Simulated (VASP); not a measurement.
Here is a VASP 6.6.1 calculation.

INCAR

```
SYSTEM = Ti
PREC = Accurate
ENCUT = 520
EDIFF = 1E-6
ISMEAR = 0
SIGMA = 0.15
LREAL = .False.
LASPH = .True.
NELM = 80
ALGO = Fast
ISIF = 2
LWAVE = .False.
LCHARG = .False.
GGA = PS
NBANDS = 12
```

The input KPOINTS:

```
Automatic mesh
0
Gamma
  20 20 20
  0 0 0
```

File POSCAR:

```
Ti
1.0
    0.0000000000      1.9285000000      2.0807500000
    1.9285000000      0.0000000000      2.0807500000
    1.9285000000      1.9285000000      0.0000000000
Ti
1
Direct
    0.0000000000      0.0000000000      0.0000000000
```

Potentials or basis: VASP PAW PBE potentials, release 64 (Ti_sv).

Command:

```bash
$ cat potpaw_PBE.64/Ti_sv/POTCAR > POTCAR
$ mpirun -np 1 vasp_std > vasp.out
```

Task: What does it give for the pressure?

Result: 9.2 GPa.

Task: Estimate the band gap on the k mesh.

Result: Zero (bands 6 and 7 overlap by 1.45 eV).

Stress tensor (GPa, compression positive):
```
9.98 0.00 0.00
0.00 9.98 0.00
0.00 0.00 7.78
```

Caveat: the cell differs from its parent crystal (strain -0.050 along x and y, +0.025 along z); the cell stands under pressure; the PAW data sets were made with another functional, which shifts forces and pressure a little.
